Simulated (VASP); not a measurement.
Runs of VASP 6.6.1 on LiCl. The structure is that of space group I4/mmm (No. 139), or close to it. The cells are those of the table. 

```tsv
cell	gap on the mesh (eV)
a = 4.039, b = 4.039, c = 3.169 Å, angles 66.9, 66.9, 46.2°, 2 atoms	(c)
a = 3.770, b = 3.770, c = 3.413 Å, angles 63.1, 63.1, 53.8°, 2 atoms	7.18
a = 3.604, b = 3.604, c = 3.677 Å, angles 59.3, 59.3, 61.3°, 2 atoms	7.25
a = 3.854, b = 3.854, c = 3.323 Å, angles 64.5, 64.5, 51.1°, 2 atoms	6.98
a = 3.957, b = 3.957, c = 3.232 Å, angles 65.9, 65.9, 48.2°, 2 atoms	(a)
a = 3.583, b = 3.583, c = 3.729 Å, angles 58.6, 58.6, 62.7°, 2 atoms	7.21
a = 3.534, b = 3.534, c = 3.940 Å, angles 56.1, 56.1, 67.8°, 2 atoms	(b)
a = 3.526, b = 3.526, c = 4.072 Å, angles 54.7, 54.7, 70.5°, 2 atoms	6.87
```

Alike in all rows: task single point; level r2SCAN; potentials or basis VASP PAW PBE potentials, release 64 (Li_sv, Cl); no spin polarisation; k mesh 8 × 8 × 8; cutoff (eV) 520; smearing gaussian 0.05 eV.

Q: Estimate the missing entries.

A: (a) 6.64; (b) 7.01; (c) 6.35.

A k mesh can miss the band edges.
